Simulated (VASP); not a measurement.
## Nb: single point with PBE

Crystal: Nb.

```
CELL_PARAMETERS angstrom
2.70139 0.00000 0.00000
0.00000 2.70139 0.00000
0.00000 0.00000 2.70139
ATOMIC_POSITIONS crystal
Nb 0.50000 0.50000 0.50000
```

```yaml
Program: VASP 6.6.1
Task: single point
Functional: PBE
Potentials_or_basis: VASP PAW PBE potentials, release 64 (Nb_sv)
Cutoff: 520 eV
k_mesh: 10 × 10 × 10
Occupations: fermi-dirac, width 0.05 eV
Spin: no spin polarisation
```

- Pressure: 2.9 GPa

Levels at points of the mesh, in eV from the Fermi level:
```csv
k point,band 4,band 5,band 6,band 7,band 8,band 9,band 10,band 11
"(0.00, 0.00, 0.00)",-29.86,-5.58,-2.79,-2.79,5.27,5.27,5.27,14.85
"(0.50, 0.00, 0.00)",-29.71,-2.47,-1.88,0.62,1.95,1.95,5.61,9.94
"(0.50, 0.50, 0.00)",-29.58,-4.10,-0.99,2.64,2.64,5.94,5.94,7.49
"(0.50, 0.50, 0.50)",-30.95,-2.49,-2.49,-2.49,7.43,7.72,7.72,12.59
```

It took 12 s on 1 thread of Intel(R) Xeon(R) Platinum 8559C (Emerald Rapids) (shared host), peak memory 0.12 GiB.
